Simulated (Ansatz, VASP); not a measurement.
**One calculation of Ga, two programs**

The input INCAR:

```
SYSTEM = Ga
ALGO = Normal
EDIFF = 1E-6
ENCUT = 520
GGA = PE
ISIF = 2
ISMEAR = -1
LASPH = .True.
LCHARG = .False.
LREAL = .False.
LWAVE = .False.
NBANDS = 20
NELM = 80
PREC = Accurate
SIGMA = 0.08
```

The input KPOINTS:

```
k-points
0
Gamma
  17 17 17
  0 0 0
```

Contents of POSCAR:

```
Ga
1.0
   -2.0063238514      2.0063238514      1.0493173709
    2.0063238514     -2.0063238514      1.0493173709
    2.0063238514      2.0063238514     -1.0493173709
Ga
2
Direct
   -0.3750000000     -0.1250000000     -0.2500000000
    0.3750000000      0.1250000000      0.2500000000
```

Input for Ansatz:

```yaml
crystal:
  lattice:
    - [-2.0063238514, 2.0063238514, 1.0493173709]
    - [2.0063238514, -2.0063238514, 1.0493173709]
    - [2.0063238514, 2.0063238514, -1.0493173709]
  atoms:
    - { symbol: Ga, position: [-0.375, -0.125, -0.25] }
    - { symbol: Ga, position: [0.375, 0.125, 0.25] }
kpoints:
  mp_grid: { grid: [17, 17, 17] }
  band_path:
    path:
      - [0.0, 0.0, 0.0]
      - [0.0, 0.0, 0.5]
      - [-0.5, 0.5, 0.5]
      - [0.0, 0.0, 0.0]
      - [0.3183835529, 0.3183835529, -0.3183835529]
      - [-0.3183835529, 0.6816164471, 0.3183835529]
      - [-0.5, 0.5, 0.5]
      - [0.0, 0.0, 0.5]
      - [0.25, 0.25, 0.25]
    npoints: 8
scf:
  occupations: { method: fermi_dirac, width: 0.08 }
hamiltonian:
  xc: pbe
  pseudopotentials: { kind: all_electron, lapw: { basis_error: 0.001 } }
output:
  forces: true
  stress: true
  eigenvalues: true
  populations: true
  dos: { projected: true, de: 0.2, e_range: [-14, 8] }
```

Change from the starting cell: volume scaled by 0.43, LAPW.

Alike in both runs: task single point; functional PBE; k mesh 17 × 17 × 17; occupations fermi-dirac, width 0.08 eV; no spin polarisation.

|  | VASP | Ansatz |
| --- | --- | --- |
| version | VASP 6.6.1 | Ansatz 0.2.0 |
| potentials or method | VASP PAW PBE potentials, release 64 (Ga_d), cutoff 520 eV | all-electron LAPW, scalar-relativistic |

VASP gave:

- pressure (GPa): 317.6
- traceless stress, the component that is largest in VASP (GPa): -0.19

**Question.** Estimate Ansatz's values.

**Answer.** Pressure (GPa): 314.0; traceless stress, the component that is largest in VASP (GPa): -0.01.

Both programs put the cell under a high pressure, so it lies far from rest at this level. Ansatz ran all-electron here, and VASP with PAW potentials.

Noted on VASP's run: the cell as given lies far from equilibrium.
